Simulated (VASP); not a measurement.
# Si4Ge (Cmmm) in VASP: single point with PBE

Aim: the single point of Si4Ge with PBE.

Everything below comes from runs of VASP 6.6.1. Logs are shortened: lines on timing, memory, paths and dates and some standing lists are left out, and cuts for length are marked.

### 1 The cell of the first run

It takes space group Cmmm (No. 65, orthorhombic). The conventional cell has a = 7.278 Å, b = 8.289 Å, c = 2.946 Å, α = 90.00°, β = 90.00°, γ = 90.00°. Si (site symmetry m2m) has 7 Si at 2.55 to 2.98 Å and 1 Ge at 2.66 Å within 3.4 Å. Si (site symmetry 2mm) has 7 Si at 2.55 to 2.95 Å and 2 Ge at 2.64 Å within 3.4 Å. Ge (site symmetry mmm) has 6 Si at 2.64 to 2.66 Å and 2 Ge at 2.95 Å within 3.5 Å.

The cell was generated, and may not be a known phase.

### 2 Single point, PBE

The input, INCAR:

```
  PREC = Accurate
  ENCUT = 500
  EDIFF = 1E-6
  ISMEAR = 0
  SIGMA = 0.2
  LREAL = F
  LASPH = T
  NELM = 120
  ALGO = Normal
  ISIF = 2
  LWAVE = F
  LCHARG = F
  GGA = PE
  NBANDS = 23
  GGA_COMPAT = F
```

The input, KPOINTS:

```
Automatic mesh
0
Gamma
  3 3 5
```

The input, POSCAR:

```
Si4Ge
1.0
    3.6391648818     -4.1445842960      0.0000000000
    3.6391648818      4.1445842960      0.0000000000
    0.0000000000      0.0000000000      2.9463958367
Si Ge
4 1
Direct
    0.8203249476      0.1796750524      0.5000000000
    0.1994777017      0.1994777017      0.0000000000
    0.8005222983      0.8005222983      0.0000000000
    0.1796750524      0.8203249476      0.5000000000
    0.5000000000      0.5000000000      0.5000000000
```

Potentials or basis: VASP PAW PBE potentials, release 64 (Si, Ge_d).

Launch:

```sh
$ cat potpaw_PBE.64/Si/POTCAR potpaw_PBE.64/Ge_d/POTCAR > POTCAR
$ mpirun -np 1 vasp_std > vasp.out
```

OUTCAR:

```text
PREC = Accurate
   ENCUT = 500
   EDIFF = 1E-6
   ISMEAR = 0
   LREAL = F
   LASPH = T
   NELM = 120
   ISIF = 2
   GGA = PE

 ion  position               nearest neighbor table
   1  0.820  0.180  0.500-   2 2.55   3 2.55   2 2.55   3 2.55   5 2.66   4 2.98
   2  0.199  0.199  0.000-   1 2.55   4 2.55   1 2.55   4 2.55   5 2.64   5 2.64   3 2.90
   3  0.801  0.801  0.000-   1 2.55   4 2.55   1 2.55   4 2.55   5 2.64   5 2.64   2 2.90
   4  0.180  0.820  0.500-   2 2.55   3 2.55   2 2.55   3 2.55   5 2.66   1 2.98
   5  0.500  0.500  0.500-   2 2.64   3 2.64   2 2.64   3 2.64   1 2.66   4 2.66

  LATTYP: Found a base centered orthorhombic cell.
 ALAT       =     7.2783297636
 B/A-ratio  =     1.1388833512
 C/A-ratio  =     0.4048175794

  Lattice vectors:

 A1 = (   3.6391648818,  -4.1445842960,   0.0000000000)
 A2 = (   3.6391648818,   4.1445842960,   0.0000000000)
 A3 = (   0.0000000000,   0.0000000000,   2.9463958367)

Analysis of symmetry for initial positions (statically):
=====================================================================
 Subroutine PRICEL returns:
 Original cell was already a primitive cell.

 Routine SETGRP: Setting up the symmetry group for a
 base centered orthorhombic supercell.

 Subroutine GETGRP returns: Found  8 space group operations
 (whereof  8 operations were pure point group operations)
 out of a pool of  8 trial point group operations.

The static configuration has the point symmetry D_2h.

Analysis of symmetry for dynamics (positions and initial velocities):
=====================================================================
 Subroutine PRICEL returns:
 Original cell was already a primitive cell.

 Routine SETGRP: Setting up the symmetry group for a
 base centered orthorhombic supercell.

 Subroutine GETGRP returns: Found  8 space group operations
 (whereof  8 operations were pure point group operations)
 out of a pool of  8 trial point group operations.

The dynamic configuration has the point symmetry D_2h.

 Subroutine INISYM returns: Found  8 space group operations
 (whereof  8 operations are pure point group operations),
 and found     1 'primitive' translations

----------------------------------------------------------------------------------------

                                     Primitive cell

  volume of cell :      88.8799

[... 80 lines left out ...]
   NELM   =    120;   NELMIN=  2; NELMDL= -5     # of ELM steps
   EDIFF  = 0.1E-05   stopping-criterion for ELM
   LREAL  =      F    real-space projection
   EDIFFG = 0.1E-04   stopping-criterion for IOM
   NSW    =      0    number of steps for IOM
   IBRION =     -1    ionic relax: 0-MD 1-quasi-New 2-CG
   NFREE  =      0    steps in history (QN), initial steepest desc. (CG)
   ISIF   =      2    stress and relaxation
   ISYM   =      2    0-nonsym 1-usesym 2-fastsym
   POTIM  = 0.5000    time-step for ionic-motion
   TEBEG  =    0.0;   TEEND  =   0.0 temperature during run
   PSTRESS=    0.0 pullay stress
   NELECT =      30.0000    total number of electrons
   NUPDOWN=      -1.0000    fix difference up-down
   EMIN   =  10.00;   EMAX   =-10.00  energy-range for DOS
   EFERMI =   0.00;   METHOD = LEGACY
   ISMEAR =     0;   SIGMA  =   0.20  broadening in eV -4-tet -1-fermi 0-gaus
   EFERMI_NEDOS =   21; number of points for ismear=-14 and -15
   IALGO  =     38    algorithm
   IMIX   =      4    mixing-type and parameters
     AMIX     =   0.40;   BMIX     =  1.00
     AMIX_MAG =   1.60;   BMIX_MAG =  1.00
  volume/ion in A,a.u.               =      17.78       119.96
  Fermi-wavevector in a.u.,A,eV,Ry     =   1.139849  2.154002 17.677447  1.299256
  Thomas-Fermi vector in A             =   2.276552
   LORBIT       =      0    0 simple, 1 ext, 2 COOP (PROOUT), +10 PAW based schemes
   GGA     = PE    functional components
   LHFCALC =     F    Hartree Fock is set to
   AEXX    =    0.0000 exact exchange contribution
   IVDW    =     0    specifies the selected vdW correction
   LEPSILON=     F    determine dielectric tensor
   LRPA    =     F    only Hartree local field effects (RPA)
 non-spin polarized calculation
 Gauss-broadening in eV      SIGMA  =   0.20
  energy-cutoff  :      500.00
  volume of cell :       88.88
 maximum number of plane-waves:      2275
   NGX = 21   NGY = 21   NGZ = 11

 number of electron      30.0000002 magnetization

 Free energy of the ion-electron system (eV)
  ---------------------------------------------------
  ext. energy  EPLUGINS =         0.00000000
  ---------------------------------------------------
  free energy    TOTEN  =       -23.92862724 eV

  energy without entropy =      -23.89089696  energy(sigma->0) =      -23.90976210

 E-fermi :   7.6346     XC(G=0): -10.4186

 val. band max:        7.2681967319   @ k =   0.3333  -0.0000   0.2000
 cond. band min:       7.6429942649   @ k =  -0.3333   0.3333   0.4000
 fundamental gap:      0.3747975330
 Fermi energy:         7.6345882038

 k-point     1 :       0.0000    0.0000    0.0000
  band No.  band energies     occupation
      1     -17.1861      2.00000
      2     -17.1059      2.00000
      3     -17.0973      2.00000
      4     -17.0954      2.00000
      5     -17.0759      2.00000
      6      -6.0333      2.00000
[... 301 lines left out ...]
     22      11.6645      0.00000
     23      11.8591      0.00000

------------------------ aborting loop because EDIFF is reached ----------------------------------------

  FORCE on cell =-STRESS in cart. coord.  units (eV):
  Direction    XX          YY          ZZ          XY          YZ          ZX
  --------------------------------------------------------------------------------------
  -------------------------------------------------------------------------------------
  Total        0.0817880      0.0272063      0.0377820     -0.0000000      0.0000000      0.0000000
  in kB        1.4743359      0.4904299      0.6810695     -0.0000000      0.0000000      0.0000000
  external PRESSURE =       0.8819451 kB  Pullay stress =       0.0000000 kB

 VOLUME and BASIS-vectors are now :
 -----------------------------------------------------------------------------
  energy-cutoff  :      500.00
  volume of cell :       88.88
      direct lattice vectors                 reciprocal lattice vectors
     3.639164882 -4.144584296  0.000000000     0.137394159 -0.120639361  0.000000000
     3.639164882  4.144584296  0.000000000     0.137394159  0.120639361  0.000000000
     0.000000000  0.000000000  2.946395837     0.000000000  0.000000000  0.339397710

 POSITION                                       TOTAL-FORCE (eV/Angst)
 -----------------------------------------------------------------------------------
      3.63916     -2.65523      1.47320        -0.000000     -0.048319     -0.000000
      1.45186      0.00000      0.00000         0.009096     -0.000000     -0.000000
      5.82647      0.00000      0.00000        -0.009096     -0.000000     -0.000000
      3.63916      2.65523      1.47320        -0.000000      0.048319      0.000000
      3.63916      0.00000      1.47320         0.000000     -0.000000     -0.000000
 -----------------------------------------------------------------------------------
    total drift:                                0.000000      0.000000     -0.000000

  FREE ENERGIE OF THE ION-ELECTRON SYSTEM (eV)
  ---------------------------------------------------
  free  energy   TOTEN  =       -23.9286272352 eV

  energy  without entropy=      -23.8908969599  energy(sigma->0) =      -23.90976210
```

OSZICAR:

```text
N       E                     dE             d eps       ncg     rms          rms(c)
DAV:   1     0.174441198225E+03    0.17444E+03   -0.12893E+04   658   0.200E+03
DAV:   2     0.850844070389E+00   -0.17359E+03   -0.16201E+03   601   0.548E+02
DAV:   3    -0.233353956587E+02   -0.24186E+02   -0.23520E+02   700   0.104E+02
DAV:   4    -0.241617409304E+02   -0.82635E+00   -0.82536E+00   665   0.209E+01
DAV:   5    -0.241832398874E+02   -0.21499E-01   -0.21496E-01   735   0.379E+00    0.557E+00
DAV:   6    -0.239644670342E+02    0.21877E+00   -0.34806E-01   706   0.350E+00    0.316E+00
DAV:   7    -0.239311158286E+02    0.33351E-01   -0.14233E-01   689   0.162E+00    0.887E-01
DAV:   8    -0.239287633555E+02    0.23525E-02   -0.14991E-02   709   0.651E-01    0.243E-01
DAV:   9    -0.239286153244E+02    0.14803E-03   -0.11589E-03   694   0.215E-01    0.138E-01
DAV:  10    -0.239286300295E+02   -0.14705E-04   -0.23971E-04   680   0.807E-02    0.357E-02
DAV:  11    -0.239286291452E+02    0.88433E-06   -0.33954E-05   764   0.453E-02    0.878E-03
DAV:  12    -0.239286274247E+02    0.17205E-05   -0.13098E-05   647   0.199E-02    0.691E-03
DAV:  13    -0.239286272352E+02    0.18946E-06   -0.17417E-06   569   0.771E-03
   1 F= -.23928627E+02 E0= -.23909762E+02  d E =-.377303E-01
```

stdout:

```text
POSCAR found type information on POSCAR SiGe
 POSCAR found :  2 types and       5 ions
 scaLAPACK will be used
 LDA part: xc-table for (Slater+PW92), standard interpolation
 POSCAR, INCAR and KPOINTS ok, starting setup
 FFT: planning ... GRIDC
 FFT: planning ... GRID_SOFT
 FFT: planning ... GRID
 WAVECAR not read
 entering main loop
```

Run time: 26 s. Hardware: 1 thread of Intel Xeon 8259CL, shared host; peak memory 0.16 GiB.

Results:

```
Free energy            : -23.9286 eV
Pressure               : 0.1 GPa
Largest force          : 0.048 eV/Å
Band gap on the k mesh : zero (bands 15 and 16 overlap by 3.02 eV)
```

Forces on the atoms (eV/Å):
```
Si   0.000 -0.048  0.000
Si   0.009  0.000  0.000
Si  -0.009  0.000  0.000
Si   0.000  0.048  0.000
Ge   0.000  0.000  0.000
```

Stress tensor (GPa, compression positive):
```
0.15 0.00 0.00
0.00 0.05 0.00
0.00 0.00 0.07
```

Caveat: the k points lie up to 0.43 Å⁻¹ apart, too coarse for converged energies and pressures of a metal.

The gap in the log of VASP goes by the Fermi energy; the results here count the filled bands.